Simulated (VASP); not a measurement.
Runs of VASP 6.6.1 on Si. The structure is that of space group I4_1/amd (No. 141), or close to it. The cells are those of the table. 

```csv
cell,gap on the mesh (eV),pressure (GPa)
"a = 3.546 Å, angles 97.6, 97.6, 137.4°, 2 atoms",none,7.0
"a = 3.593 Å, angles 97.4, 97.4, 137.9°, 2 atoms",none,2.6
"a = 3.514 Å, angles 98.2, 98.2, 135.5°, 2 atoms",none,7.9
"a = 3.553 Å, angles 97.8, 97.8, 136.8°, 2 atoms",none,(a)
"a = 3.600 Å, angles 97.6, 97.6, 137.3°, 2 atoms",none,(b)
```

Alike in all rows: task single point; level LDA; potentials or basis VASP PAW LDA potentials, release 64 (Si); no spin polarisation; k mesh 20 × 20 × 20; cutoff (eV) 520; smearing gaussian 0.15 eV.

**Question.** Estimate the missing entries.

**Answer.** (a) 5.0; (b) 0.8.

Caveats: the cell stands under pressure (at least some runs).

A gap of «none» marks levels without a gap at the run's occupations.
